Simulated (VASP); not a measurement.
# Ti (I4/mmm) in VASP: notebook

Runs on Ti. Level: r2SCAN. Tasks: single point.

Everything below comes from runs of VASP 6.6.1. Logs are shortened: lines on timing, memory, paths and dates and some standing lists are left out, and cuts for length are marked.

### 1 The cell of the first run

The structure is tetragonal, space group I4/mmm (No. 139). Conventional cell: a = 2.910 Å, b = 2.910 Å, c = 3.951 Å, α = 90.00°, β = 90.00°, γ = 90.00°. Within 3.8 Å of Ti (site symmetry 4/mmm) lie 12 Ti at 2.85 to 2.91 Å.

### 2 Single point, r2SCAN

Input file POSCAR:

```
Ti
1.0
    0.0000000000      2.0578116752      1.9754992082
    2.0578116752      0.0000000000      1.9754992082
    2.0578116752      2.0578116752      0.0000000000
Ti
1
Direct
    0.0000000000      0.0000000000      0.0000000000
```

Input file INCAR.step1:

```
SYSTEM = Ti
PREC = Accurate ; ENCUT = 520
ISMEAR = 0 ; SIGMA = 0.15
LREAL = .False. ; LASPH = .True.
NELM = 100 ; NBANDS = 12
GGA = PE ; ALGO = Normal
EDIFF = 1E-4 ; LWAVE = .True.
LCHARG = .False.
```

Input file INCAR.step2:

```
SYSTEM = Ti
PREC = Accurate ; ENCUT = 520
EDIFF = 1E-6 ; ISMEAR = 0
SIGMA = 0.15 ; LREAL = .False.
LASPH = .True. ; NELM = 100
ALGO = Normal ; ISIF = 2
LWAVE = .False. ; LCHARG = .True.
METAGGA = R2SCAN ; LMIXTAU = .True.
LELF = .True. ; LVHAR = .True.
NBANDS = 12 ; ISTART = 1
```

Input file KPOINTS:

```
regular mesh
0
Gamma
  22 22 22
  0 0 0
```

Potentials or basis: VASP PAW PBE potentials, release 64 (Ti_sv).

Started as:

```sh
cat potpaw_PBE.64/Ti_sv/POTCAR > POTCAR
cp INCAR.step1 INCAR
mpirun -np 1 vasp_std > vasp.out
cp INCAR.step2 INCAR
mpirun -np 1 vasp_std > vasp.out
```

OUTCAR:

```text
SYSTEM = Ti
   PREC = Accurate
   ENCUT = 520
   EDIFF = 1E-6
   ISMEAR = 0
   LREAL = .False.
   LASPH = .True.
   NELM = 100
   ISIF = 2
   METAGGA = R2SCAN
   ISTART = 1

 ion  position               nearest neighbor table
   1  0.000  0.000  0.000-

  LATTYP: Found a body centered tetragonal cell.
 ALAT       =     2.9101851799
 C/A-ratio  =     1.3576450199

  Lattice vectors:

 A1 = (   0.0000000000,  -2.0578116752,  -1.9754992082)
 A2 = (   0.0000000000,   2.0578116752,  -1.9754992082)
 A3 = (   2.0578116752,   0.0000000000,   1.9754992082)

Analysis of symmetry for initial positions (statically):
=====================================================================
 Subroutine PRICEL returns:
 Original cell was already a primitive cell.

 Routine SETGRP: Setting up the symmetry group for a
 body centered tetragonal supercell.

 Subroutine GETGRP returns: Found 16 space group operations
 (whereof 16 operations were pure point group operations)
 out of a pool of 16 trial point group operations.

The static configuration has the point symmetry D_4h.

Analysis of symmetry for dynamics (positions and initial velocities):
=====================================================================
 Subroutine PRICEL returns:
 Original cell was already a primitive cell.

 Routine SETGRP: Setting up the symmetry group for a
 body centered tetragonal supercell.

 Subroutine GETGRP returns: Found 16 space group operations
 (whereof 16 operations were pure point group operations)
 out of a pool of 16 trial point group operations.

The dynamic configuration has the point symmetry D_4h.

 Subroutine INISYM returns: Found 16 space group operations
 (whereof 16 operations are pure point group operations),
 and found     1 'primitive' translations

----------------------------------------------------------------------------------------

                                     Primitive cell

  volume of cell :      16.7309

  direct lattice vectors                    reciprocal lattice vectors
     0.000000000  2.057811675  1.975499208    -0.242976559  0.242976559  0.253100582
     2.057811675  0.000000000  1.975499208     0.242976559 -0.242976559  0.253100582
     2.057811675  2.057811675  0.000000000     0.242976559  0.242976559 -0.253100582

  length of vectors
     2.852575330  2.852575330  2.910185180     0.426772915  0.426772915  0.426772915

  position of ions in fractional coordinates (direct lattice)
     0.000000000  0.000000000  0.000000000

  ion indices of the primitive-cell ions
   primitive index   ion index
                 1           1

----------------------------------------------------------------------------------------

 KPOINTS: regular mesh

Automatic generation of k-mesh.
 Grid dimensions read from file:
 generate k-points for:   22   22   22

 Generating k-lattice:

  Cartesian coordinates                     Fractional coordinates (reciprocal lattice)
    -0.011044389  0.011044389  0.011504572     0.045454545  0.000000000  0.000000000
     0.011044389 -0.011044389  0.011504572     0.000000000  0.045454545  0.000000000
     0.011044389  0.011044389 -0.011504572     0.000000000  0.000000000  0.045454545

  Length of vectors
     0.019398769  0.019398769  0.019398769

  Shift w.r.t. Gamma in fractional coordinates (k-lattice)
     0.000000000  0.000000000  0.000000000

 Subroutine IBZKPT returns following result:
 ===========================================

 Found    834 irreducible k-points:

 Following reciprocal coordinates:
            Coordinates               Weight
  0.000000  0.000000  0.000000      1.000000
  0.045455  0.000000  0.000000      8.000000
  0.090909  0.000000  0.000000      8.000000
  0.136364  0.000000  0.000000      8.000000
  0.181818  0.000000  0.000000      8.000000
  0.227273  0.000000  0.000000      8.000000
[... 16 lines left out ...]
  0.500000  0.045455  0.000000      8.000000
 -0.454545  0.045455  0.000000      8.000000
 [... further k-points ...]
   k-points           NKPTS =    834   k-points in BZ     NKDIM =    834   number of bands    NBANDS=     12
   number of dos      NEDOS =    301   number of ions     NIONS =      1
   total plane-waves  NPLWV =  13824
   dimension x,y,z NGX =    24 NGY =   24 NGZ =   24
   dimension x,y,z NGXF=    48 NGYF=   48 NGZF=   48
   ions per type =               1
   NGX,Y,Z   is equivalent  to a cutoff of  13.99, 13.99, 13.71 a.u.
   NGXF,Y,Z  is equivalent  to a cutoff of  27.97, 27.97, 27.42 a.u.
 SYSTEM =  Ti
   PREC   = accura    normal or accurate (medium, high low for compatibility)
   ISTART =      1    job   : 0-new  1-cont  2-samecut
   ICHARG =      0    charge: 1-file 2-atom 10-const
   ISPIN  =      1    spin polarized calculation?
   LNONCOLLINEAR =      F non collinear calculations
   LSORBIT =      F    spin-orbit coupling
   LASPH  =      T    aspherical Exc in radial PAW
   ENCUT  =  520.0 eV  38.22 Ry    6.18 a.u.   5.30  5.30  5.41*2*pi/ulx,y,z
   NELM   =    100;   NELMIN=  2; NELMDL=  0     # of ELM steps
   EDIFF  = 0.1E-05   stopping-criterion for ELM
   LREAL  =      F    real-space projection
   EDIFFG = 0.1E-04   stopping-criterion for IOM
   NSW    =      0    number of steps for IOM
   IBRION =     -1    ionic relax: 0-MD 1-quasi-New 2-CG
   NFREE  =      0    steps in history (QN), initial steepest desc. (CG)
   ISIF   =      2    stress and relaxation
   ISYM   =      2    0-nonsym 1-usesym 2-fastsym
   POTIM  = 0.5000    time-step for ionic-motion
   TEBEG  =    0.0;   TEEND  =   0.0 temperature during run
   PSTRESS=    0.0 pullay stress
   NELECT =      12.0000    total number of electrons
   NUPDOWN=      -1.0000    fix difference up-down
   EMIN   =  10.00;   EMAX   =-10.00  energy-range for DOS
   EFERMI =   0.00;   METHOD = LEGACY
   ISMEAR =     0;   SIGMA  =   0.15  broadening in eV -4-tet -1-fermi 0-gaus
   EFERMI_NEDOS =   21; number of points for ismear=-14 and -15
   IALGO  =     38    algorithm
   IMIX   =      4    mixing-type and parameters
     AMIX     =   0.40;   BMIX     =  1.00
     AMIX_MAG =   1.60;   BMIX_MAG =  1.00
  volume/ion in A,a.u.               =      16.73       112.91
  Fermi-wavevector in a.u.,A,eV,Ry     =   1.465421  2.769245 29.217967  2.147460
  Thomas-Fermi vector in A             =   2.581280
   LORBIT       =      0    0 simple, 1 ext, 2 COOP (PROOUT), +10 PAW based schemes
   METAGGA = R2SCAN    functional components
   LHFCALC =     F    Hartree Fock is set to
   AEXX    =    0.0000 exact exchange contribution
   IVDW    =     0    specifies the selected vdW correction
   LEPSILON=     F    determine dielectric tensor
   LRPA    =     F    only Hartree local field effects (RPA)
 non-spin polarized calculation
 Gauss-broadening in eV      SIGMA  =   0.15
  energy-cutoff  :      520.00
  volume of cell :       16.73
 maximum number of plane-waves:       471
 NGX is ok and might be reduce to    24
   NGX = 11   NGY = 11   NGZ = 11

 number of electron      12.0000004 magnetization

 Free energy of the ion-electron system (eV)
  ---------------------------------------------------
  ext. energy  EPLUGINS =         0.00000000
  ---------------------------------------------------
  free energy    TOTEN  =       -12.87591360 eV

  energy without entropy =      -12.85858917  energy(sigma->0) =      -12.86725139

 E-fermi :   8.6370     XC(G=0): -12.6042

 val. band max:        8.6360511648   @ k =  -0.2273   0.0909   0.0000
 cond. band min:       8.6420584976   @ k =  -0.3182   0.1364   0.4091
 fundamental gap:      0.0060073329
 Fermi energy:         8.6369633342

 k-point     1 :       0.0000    0.0000    0.0000
  band No.  band energies     occupation
      1     -50.3348      2.00000
      2     -25.0933      2.00000
      3     -25.0933      2.00000
      4     -25.0912      2.00000
      5       2.0885      2.00000
      6       9.5699      0.00000
      7       9.5699      0.00000
      8       9.8884      0.00000
      9      11.3611      0.00000
     10      11.7308      0.00000
     11      24.6538      0.00000
     12      29.3366      0.00000

 k-point     2 :       0.0455    0.0000    0.0000
  band No.  band energies     occupation
      1     -50.3318      2.00000
      2     -25.1092      2.00000
      3     -25.0958      2.00000
      4     -25.0935      2.00000
      5       2.1607      2.00000
      6       9.5468      0.00000
      7       9.5963      0.00000
      8       9.8894      0.00000
      9      11.3458      0.00000
     10      11.7093      0.00000
     11      24.7198      0.00000
     12      28.8961      0.00000

 k-point     3 :       0.0909    0.0000    0.0000
  band No.  band energies     occupation
      1     -50.3231      2.00000
      2     -25.1575      2.00000
      3     -25.1029      2.00000
      4     -25.0982      2.00000
      5       2.3741      2.00000
      6       9.4502      0.00000
      7       9.6676      0.00000
      8       9.9230      0.00000
      9      11.3095      0.00000
     10      11.6527      0.00000
     11      24.8757      0.00000
     12      27.7581      0.00000
[... 286 lines left out ...]
 k-point    23 :       0.5000    0.0455    0.0000
  band No.  band energies     occupation
      1     -50.1835      2.00000
      2     -25.8747      2.00000
      3     -25.2165      2.00000
      4     -25.1802      2.00000
      5       5.8985      2.00000
      6       9.0479      0.00011
      7       9.4438      0.00000
      8       9.7773      0.00000
      9      12.6603      0.00000
     10      12.7307      0.00000
     11      17.6555      0.00000
     12      23.9295      0.00000

 k-point    24 :      -0.4545    0.0455    0.0000
  band No.  band energies     occupation
      1     -50.1849      2.00000
      2     -25.8678      2.00000
      3     -25.2127      2.00000
      4     -25.1828      2.00000
      5       5.8793      2.00000
      6       9.0152      0.00036
      7       9.4478      0.00000
      8       9.7867      0.00000
      9      12.6494      0.00000
     10      12.6875      0.00000
     11      17.7553      0.00000
     12      23.9632      0.00000

 [... further k-points ...]

------------------------ aborting loop because EDIFF is reached ----------------------------------------

  FORCE on cell =-STRESS in cart. coord.  units (eV):
  Direction    XX          YY          ZZ          XY          YZ          ZX
  --------------------------------------------------------------------------------------
  -------------------------------------------------------------------------------------
  Total        0.4560493      0.4560493      0.5978676      0.0000000      0.0000000      0.0000000
  in kB       43.6721160     43.6721160     57.2528967      0.0000000      0.0000000      0.0000000
  external PRESSURE =      48.1990429 kB  Pullay stress =       0.0000000 kB

 VOLUME and BASIS-vectors are now :
 -----------------------------------------------------------------------------
  energy-cutoff  :      520.00
  volume of cell :       16.73
      direct lattice vectors                 reciprocal lattice vectors
     0.000000000  2.057811675  1.975499208    -0.242976559  0.242976559  0.253100582
     2.057811675  0.000000000  1.975499208     0.242976559 -0.242976559  0.253100582
     2.057811675  2.057811675  0.000000000     0.242976559  0.242976559 -0.253100582

 POSITION                                       TOTAL-FORCE (eV/Angst)
 -----------------------------------------------------------------------------------
      0.00000      0.00000      0.00000         0.000000      0.000000      0.000000
 -----------------------------------------------------------------------------------
    total drift:                               -0.000000      0.000000      0.000000

  FREE ENERGIE OF THE ION-ELECTRON SYSTEM (eV)
  ---------------------------------------------------
  free  energy   TOTEN  =       -12.8759136035 eV

  energy  without entropy=      -12.8585891736  energy(sigma->0) =      -12.86725139
```

Run time: 5.2 min. Hardware: 1 thread of Intel Xeon 6975P-C, shared host; peak memory 0.28 GiB.

What came out:

| Item | Value |
| --- | --- |
| Free energy | -12.8759 eV |
| Pressure | 4.8 GPa |
| Band gap on the k mesh | zero (band 6 reaches 9.61 eV, above the bottom of band 7 at 8.08 eV) |

Caveat: the PAW data sets were made with another functional, which shifts forces and pressure a little.

### 3 Single point, r2SCAN

Input file POSCAR:

```
Ti
1.0
    0.0000000000      1.9972523380      2.0971149549
    1.9972523380      0.0000000000      2.0971149549
    1.9972523380      1.9972523380      0.0000000000
Ti
1
Direct
    0.0000000000      0.0000000000      0.0000000000
```

Input file INCAR.step1:

```
PREC = Accurate
ENCUT = 520
ISMEAR = 0
SIGMA = 0.15
LREAL = False
LASPH = True
NELM = 80
NBANDS = 12
GGA = PE
ALGO = Normal
EDIFF = 1E-4
LWAVE = True
LCHARG = False
```

Input file INCAR.step2:

```
PREC = Accurate
ENCUT = 520
EDIFF = 1E-6
ISMEAR = 0
SIGMA = 0.15
LREAL = False
LASPH = True
NELM = 80
ALGO = Normal
ISIF = 2
LWAVE = False
LCHARG = False
METAGGA = R2SCAN
LMIXTAU = True
NBANDS = 12
ISTART = 1
```

Input file KPOINTS:

```
Automatic mesh
0
Gamma
  22 22 22
```

Potentials or basis: VASP PAW PBE potentials, release 64 (Ti_sv).

Started as:

```sh
cat potpaw_PBE.64/Ti_sv/POTCAR > POTCAR
cp INCAR.step1 INCAR
mpirun -np 1 vasp_std > vasp.out
cp INCAR.step2 INCAR
mpirun -np 1 vasp_std > vasp.out
```

OUTCAR:

```text
PREC = Accurate
   ENCUT = 520
   EDIFF = 1E-6
   ISMEAR = 0
   LREAL = False
   LASPH = True
   NELM = 80
   ISIF = 2
   METAGGA = R2SCAN
   ISTART = 1

 ion  position               nearest neighbor table
   1  0.000  0.000  0.000-

  LATTYP: Found a body centered tetragonal cell.
 ALAT       =     2.8245413439
 C/A-ratio  =     1.4849242405

  Lattice vectors:

 A1 = (  -1.9972523380,   0.0000000000,   2.0971149549)
 A2 = (   1.9972523380,   0.0000000000,   2.0971149549)
 A3 = (   0.0000000000,   1.9972523380,  -2.0971149549)
[... 540 lines left out ...]

 [... further k-points ...]

------------------------ aborting loop because EDIFF is reached ----------------------------------------

  FORCE on cell =-STRESS in cart. coord.  units (eV):
  Direction    XX          YY          ZZ          XY          YZ          ZX
  --------------------------------------------------------------------------------------
  -------------------------------------------------------------------------------------
  Total        0.5499269      0.5499269      0.3887387      0.0000000      0.0000000     -0.0000000
  in kB       52.6620074     52.6620074     37.2263368      0.0000000      0.0000000     -0.0000000
  external PRESSURE =      47.5167839 kB  Pullay stress =       0.0000000 kB

 VOLUME and BASIS-vectors are now :
 -----------------------------------------------------------------------------
  energy-cutoff  :      520.00
  volume of cell :       16.73
      direct lattice vectors                 reciprocal lattice vectors
     0.000000000  1.997252338  2.097114955    -0.250343930  0.250343930  0.238422791
     1.997252338  0.000000000  2.097114955     0.250343930 -0.250343930  0.238422791
     1.997252338  1.997252338  0.000000000     0.250343930  0.250343930 -0.238422791

 POSITION                                       TOTAL-FORCE (eV/Angst)
 -----------------------------------------------------------------------------------
      0.00000      0.00000      0.00000         0.000000      0.000000      0.000000
 -----------------------------------------------------------------------------------
    total drift:                               -0.000000     -0.000000      0.000000

  FREE ENERGIE OF THE ION-ELECTRON SYSTEM (eV)
  ---------------------------------------------------
  free  energy   TOTEN  =       -12.8751948488 eV

  energy  without entropy=      -12.8577119709  energy(sigma->0) =      -12.86645341
```

OSZICAR.step1:

```text
N       E                     dE             d eps       ncg     rms          rms(c)
DAV:   1     0.867253782161E+02    0.86725E+02   -0.65552E+03 20084   0.121E+03
DAV:   2    -0.448337684058E+01   -0.91209E+02   -0.88750E+02 20316   0.297E+02
DAV:   3    -0.864162000045E+01   -0.41582E+01   -0.41141E+01 27808   0.649E+01
DAV:   4    -0.873349608742E+01   -0.91876E-01   -0.91765E-01 22556   0.842E+00
DAV:   5    -0.873590533150E+01   -0.24092E-02   -0.24091E-02 23900   0.119E+00    0.862E+00
DAV:   6    -0.777726122352E+01    0.95864E+00   -0.19633E+00 21880   0.211E+01    0.231E+00
DAV:   7    -0.776538412440E+01    0.11877E-01   -0.99482E-02 24488   0.377E+00    0.131E+00
DAV:   8    -0.777640368531E+01   -0.11020E-01   -0.39664E-02 20492   0.246E+00    0.160E-01
DAV:   9    -0.777672691236E+01   -0.32323E-03   -0.42441E-03 25220   0.729E-01    0.902E-02
DAV:  10    -0.777677945105E+01   -0.52539E-04   -0.24654E-04 20956   0.183E-01
   1 F= -.77767795E+01 E0= -.77670019E+01  d E =-.195550E-01
```

Run time: 4.6 min. Hardware: 1 thread of Intel Xeon 6975P-C, shared host; peak memory 0.28 GiB.

What came out:

* Free energy: -12.8752 eV
* Pressure: 4.8 GPa
* Band gap on the k mesh: zero (band 6 reaches 9.50 eV, above the bottom of band 7 at 8.15 eV)

Caveat: the PAW data sets were made with another functional, which shifts forces and pressure a little.
